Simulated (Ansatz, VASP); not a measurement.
**In2C: VASP beside Ansatz**

File INCAR:

```
SYSTEM = In2C
PREC = Accurate ; ENCUT = 520
EDIFF = 1E-6 ; ISMEAR = 0
SIGMA = 0.1 ; LREAL = .FALSE.
LASPH = .TRUE. ; NELM = 80
ALGO = Normal ; ISIF = 2
LWAVE = .FALSE. ; LCHARG = .FALSE.
GGA = PE ; NBANDS = 22
```

The input KPOINTS:

```
Automatic mesh
0
G
  6 6 2
  0 0 0
```

Contents of POSCAR:

```
In2C
1.0
    3.1221198700      0.0000000000      0.0000000000
   -1.5610599300      2.7038351200      0.0000000000
    0.0000000000      0.0000000000      7.5418819000
In C
2 1
Direct
    0.3333333300      0.6666666700      0.6532710200
    0.6666666700      0.3333333300      0.3467289800
    0.0000000000      0.0000000000      0.0000000000
```

Input for Ansatz:

```yaml
crystal:
  lattice:
    - [3.12211987, 0.0, 0.0]
    - [-1.56105993, 2.70383512, 0.0]
    - [0.0, 0.0, 7.5418819]
  atoms:
    - { symbol: In, position: [0.33333333, 0.66666667, 0.65327102] }
    - { symbol: In, position: [0.66666667, 0.33333333, 0.34672898] }
    - { symbol: C, position: [0.0, 0.0, 0.0] }
basis:
  ecutwfc: 420
kpoints:
  mp_grid: { grid: [6, 6, 2] }
hamiltonian:
  xc: pbe
scf:
  occupations: { method: gaussian, width: 0.1 }
  lower_state_search: "off"
output:
  forces: true
  stress: true
  eigenvalues: true
```

Change from the starting cell: species swapped into the ZnCo2 type (P-3m1, No. 164).

Alike in both runs: task single point; functional PBE; k mesh 6 × 6 × 2; occupations gaussian, width 0.1 eV; no spin polarisation.

|  | VASP | Ansatz |
| --- | --- | --- |
| version | VASP 6.6.1 | Ansatz 0.2.0 |
| potentials or method | VASP PAW PBE potentials, release 64 (In_d, C), cutoff 520 eV | scalar-relativistic, plane waves, PAW |
| valence electrons in the cell | 30 | 30 |

|  | VASP | Ansatz | Ansatz less VASP |
| --- | --- | --- | --- |
| gap on the k mesh at the Fermi level (eV) | none | none | - |
| pressure (GPa) | 1.8 | 1.8 | +0.02 |
| traceless stress, the component that is largest in VASP (GPa) | -1.46 | -1.43 | +0.031 |
| rms of the force components (eV/Å) | 1.327 | 1.326 | -0.0013 |

Atom by atom the forces differ by 0.001 eV/Å (rms over components). A gap of «none» marks a metal or a gap that the smearing closes.

The k mesh is coarse, so the values compare programs but aren't converged.
